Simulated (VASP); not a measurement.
Runs of VASP 6.6.1 on Mg2C. The structure is that of space group Fm-3m (No. 225), or close to it. The cells are those of the table. 

```tsv
level	cell	k mesh	gap on the mesh (eV)	pressure (GPa)
PBE	a = 3.822 Å, angles 60.0°, 3 atoms	6 × 6 × 6	0.73	2.7
PBE	a = 3.861 Å, angles 60.0°, 3 atoms	6 × 6 × 6	0.73	(b)
r2SCAN	a = 3.834 Å, angles 60.0°, 3 atoms	6 × 6 × 6	1.11	-0.4
r2SCAN	a = 3.872 Å, angles 60.0°, 3 atoms	6 × 6 × 6	(a)	-3.2
r2SCAN	a = 3.795 Å, angles 60.0°, 3 atoms	6 × 6 × 6	1.11	2.8
PBE	a = 3.834 Å, angles 60.0°, 3 atoms	8 × 8 × 8	(c)	1.8
PBE	a = 3.782 Å, angles 60.0°, 3 atoms	6 × 6 × 6	0.73	6.2
PBE	a = 3.899 Å, angles 60.0°, 3 atoms	6 × 6 × 6	0.73	-2.8
```

Alike in all rows: task single point; potentials or basis VASP PAW PBE potentials, release 64 (C, Mg); no spin polarisation; cutoff (eV) 520; smearing gaussian 0.01 eV.

Estimate the missing entries.

(a) 1.10; (b) -0.2; (c) 0.74.

Caveats: the PAW data sets were made with another functional, which shifts forces and pressure a little (some runs).

A k mesh can miss the band edges.
